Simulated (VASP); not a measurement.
Set up this calculation in VASP 6.6.1, as the native input.

```yaml
Task: single point
Functional: PBE
Potentials_or_basis: VASP PAW PBE potentials, release 64 (Ta_pv, H)
Cutoff: 520 eV
k_mesh: 4 × 4 × 1
Occupations: gaussian, width 0.1 eV
Spin: no spin polarisation
Dipole_correction: yes
Further_INCAR_settings: LREAL = Auto; ALGO = Normal; EDIFF = 1e-06; NBANDS = 102
```

The structure of Ta16H lies in POSCAR:

```
Ta16H
1.0
    6.6379342676      0.0000000000      0.0000000000
    0.0000000000      6.6379342676      0.0000000000
    0.0000000000      0.0000000000     20.2996559590
Ta H
16 1
Direct
    0.2500000000      0.2500000000      0.1970476745
    0.2500000000      0.7500000000      0.1970476745
    0.7500000000      0.2500000000      0.1970476745
    0.7500000000      0.7500000000      0.1970476745
    0.0000000000      0.0000000000      0.2787970190
    0.0000000000      0.5000000000      0.2787970190
    0.5000000000      0.0000000000      0.2787970190
    0.5000000000      0.5000000000      0.2787970190
    0.2500000000      0.2500000000      0.3599139068
    0.2500000000      0.7500000000      0.3599139068
    0.7500000000      0.2500000000      0.3599139068
    0.7500000000      0.7500000000      0.3599139068
    0.0000000000      0.0000000000      0.4334879358
    0.0000000000      0.5000000000      0.4334879358
    0.5000000000      0.0000000000      0.4334879358
    0.5000000000      0.5000000000      0.4334879358
    0.0625000000      0.0625000000      0.5200613347
```

The input as run:

INCAR

```
PREC = Accurate
ENCUT = 520
EDIFF = 1E-6
ISMEAR = 0
SIGMA = 0.1
LREAL = Auto
LASPH = T
NELM = 100
ALGO = Normal
ISIF = 2
LWAVE = F
LCHARG = T
LDIPOL = T
IDIPOL = 3
DIPOL = 0.5 0.5 0.329
GGA = PE
LELF = T
LVHAR = T
LVACPOTAV = T
NBANDS = 102
```

KPOINTS

```
Automatic mesh
0
Gamma
  4 4 1
```

Potentials or basis: VASP PAW PBE potentials, release 64 (Ta_pv, H).

Command:

```bash
$ cat potpaw_PBE.64/Ta_pv/POTCAR potpaw_PBE.64/H/POTCAR > POTCAR
$ mpirun -np 1 vasp_std > vasp.out
```

Results of the run:

The largest force is 1.052 eV/Å. The band gap on the k mesh is zero (an odd number of electrons rules out a gap without spin polarisation).

Caveat: spin-orbit coupling is left out, which moves the levels of the heavy elements.

Wall time 22 min on 1 thread of Intel(R) Xeon(R) 6975P-C (Granite Rapids), with other jobs on the host, peak memory 0.99 GiB.
